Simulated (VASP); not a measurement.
Write the native input for VASP 6.6.1 that does the following.

| Item | Value |
| --- | --- |
| Task | single point |
| Functional | PBE |
| Potentials or basis | VASP PAW PBE potentials, release 64 (Nb_sv, S, Fe) |
| Cutoff | 520 eV |
| k mesh | 12 × 12 × 4 |
| Occupations | fermi-dirac, width 0.0156 eV |
| Spin | no spin polarisation |
| Dipole correction | no |
| Further INCAR settings | ALGO = Normal; EDIFF = 1e-06; NBANDS = 31 |

The structure of Nb2FeS2 lies in POSCAR:

```
Nb2FeS2
1.0
    3.2905020000      0.0000000000      0.0000000000
   -1.6452510000      2.8496620000      0.0000000000
    0.0000000000      0.0000000000      8.6032190000
Nb S Fe
2 2 1
Direct
    0.3333000000      0.6667000000      0.1410000000
    0.6667000000      0.3333000000      0.8590000000
    0.3333000000      0.6667000000      0.6670000000
    0.6667000000      0.3333000000      0.3330000000
    0.0000000000      0.0000000000      0.0000000000
```

One way to write it, as run:

INCAR

```
SYSTEM = Nb2FeS2
PREC = Accurate
ENCUT = 520
EDIFF = 1E-6
ISMEAR = -1
SIGMA = 0.0156
LREAL = .False.
LASPH = .True.
NELM = 80
ALGO = Normal
ISIF = 2
LWAVE = .False.
LCHARG = .False.
GGA = PE
NBANDS = 31
```

KPOINTS

```
regular mesh
0
Gamma
  12 12 4
  0 0 0
```

Potentials or basis: VASP PAW PBE potentials, release 64 (Nb_sv, S, Fe).

Launch:

```console
$ cat potpaw_PBE.64/Nb_sv/POTCAR potpaw_PBE.64/S/POTCAR potpaw_PBE.64/Fe/POTCAR > POTCAR
$ mpirun -np 1 vasp_std > vasp.out
```

Results of the run:

```
Pressure               : 29.3 GPa
Largest force          : 5.256 eV/Å
Band gap on the k mesh : zero (bands 23 and 24 overlap by 0.61 eV)
```

Caveat: the cell stands under pressure; the run has no spin polarisation, though such a crystal can be magnetic; forces of over 1 eV/Å act on the atoms, so gaps and moduli don't describe the material at rest.

Run time: 3.5 min on 1 thread of Intel(R) Xeon(R) Platinum 8488C (Sapphire Rapids), with other jobs on the host, peak memory 0.46 GiB.
